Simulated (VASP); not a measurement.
Crystal: Ag.

```
Ag
1.0
     0.00000    2.04275    2.04275
     2.04275    0.00000    2.04275
     2.04275    2.04275    0.00000
Ag
1
Direct
  0.00000 0.00000 0.00000
```

```yaml
Program: VASP 6.6.1
Task: relaxation of cell and atoms
Functional: LDA
Potentials_or_basis: VASP PAW LDA potentials, release 64 (Ag)
Cutoff: 600 eV
k_mesh: 24 × 24 × 24
Occupations: fermi-dirac, width 0.05 eV
Spin: no spin polarisation
```

At the start: pressure -7.2 GPa; volume 17.05 Å³/atom.

**Question.** How do energy, volume and symmetry change on relaxing?

**Answer.** Over 6 steps the energy falls by 24.5 meV/atom and the volume is 16.03 Å³/atom (-6.0 %); space group Fm-3m (No. 225, to 0.1 Å) before and after.

Step by step:
```
step  energy change (eV)  largest force (eV/Å)  pressure (GPa)  volume (Å³)
   1              0.0000                0.0000           -7.18        17.05
   2             -0.0052                0.0000            8.19        15.23
   3             -0.0245                0.0000           -0.07        16.04
   4             -0.0245                0.0000            0.10        16.02
   5             -0.0245                0.0000           -0.07        16.04
   6             -0.0245                0.0000            0.00        16.03
```

Final structure:
```yaml
crystal:
  lattice:
    - [0.00000, 2.00119, 2.00119]
    - [2.00119, 0.00000, 2.00119]
    - [2.00119, 2.00119, 0.00000]
  atoms:
    - { symbol: Ag, position: [0.00000, 0.00000, 0.00000] }
```
